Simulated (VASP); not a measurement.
Wanted: the native input for a VASP 6.6.1 run.

```yaml
Task: single point
Functional: r2SCAN
Potentials_or_basis: VASP PAW PBE potentials, release 64 (Tl_d, Cl)
Cutoff: 550 eV
k_mesh: 6 × 6 × 6
Occupations: gaussian, width 0.01 eV
Spin: no spin polarisation
Dipole_correction: no
Further_INCAR_settings: ALGO = Normal; EDIFF = 1e-06; NBANDS = 17
```

Crystal: TlCl.

```
Tl Cl
1.0
     3.83701    0.00000    0.00000
     0.00000    3.83701    0.00000
     0.00000    0.00000    3.83701
Tl Cl
1 1
Direct
  0.00000 0.00000 0.00000
  0.50000 0.50000 0.50000
```

These files were run (other wordings do the same):

POSCAR

```
TlCl
1.0
    3.8370137808      0.0000000000      0.0000000000
    0.0000000000      3.8370137808      0.0000000000
    0.0000000000      0.0000000000      3.8370137808
Tl Cl
1 1
Direct
    0.0000000000      0.0000000000      0.0000000000
    0.5000000000      0.5000000000      0.5000000000
```

INCAR.step1

```
SYSTEM = TlCl
  ALGO = Normal
  EDIFF = 1E-5
  ENCUT = 550
  GGA = PE
  GGA_COMPAT = .FALSE.
  ISMEAR = 0
  LASPH = .TRUE.
  LCHARG = .FALSE.
  LREAL = .FALSE.
  LWAVE = .TRUE.
  NBANDS = 17
  NELM = 120
  PREC = Accurate
  SIGMA = 0.01
```

INCAR.step2

```
SYSTEM = TlCl
  ALGO = Normal
  EDIFF = 1E-6
  ENCUT = 550
  GGA_COMPAT = .FALSE.
  ISIF = 2
  ISMEAR = 0
  ISTART = 1
  LASPH = .TRUE.
  LCHARG = .TRUE.
  LELF = .TRUE.
  LMIXTAU = .TRUE.
  LREAL = .FALSE.
  LVHAR = .TRUE.
  LWAVE = .FALSE.
  METAGGA = R2SCAN
  NBANDS = 17
  NELM = 120
  PREC = Accurate
  SIGMA = 0.01
```

KPOINTS

```
k-points
0
G
  6 6 6
  0 0 0
```

Potentials or basis: VASP PAW PBE potentials, release 64 (Tl_d, Cl).

Run with:

```sh
$ cat potpaw_PBE.64/Tl_d/POTCAR potpaw_PBE.64/Cl/POTCAR > POTCAR
$ cp INCAR.step1 INCAR
$ mpirun -np 1 vasp_std > vasp.out
$ cp INCAR.step2 INCAR
$ mpirun -np 1 vasp_std > vasp.out
```

Results of the run:

- Pressure: 0.0 GPa
- Band gap on the k mesh: 2.51 eV, direct

Caveat: the PAW data sets were made with another functional, which shifts forces and pressure a little; spin-orbit coupling is left out, which moves the levels of the heavy elements.

It took 52 s on 1 thread of Intel Xeon 6975P-C (shared host), peak memory 0.18 GiB.
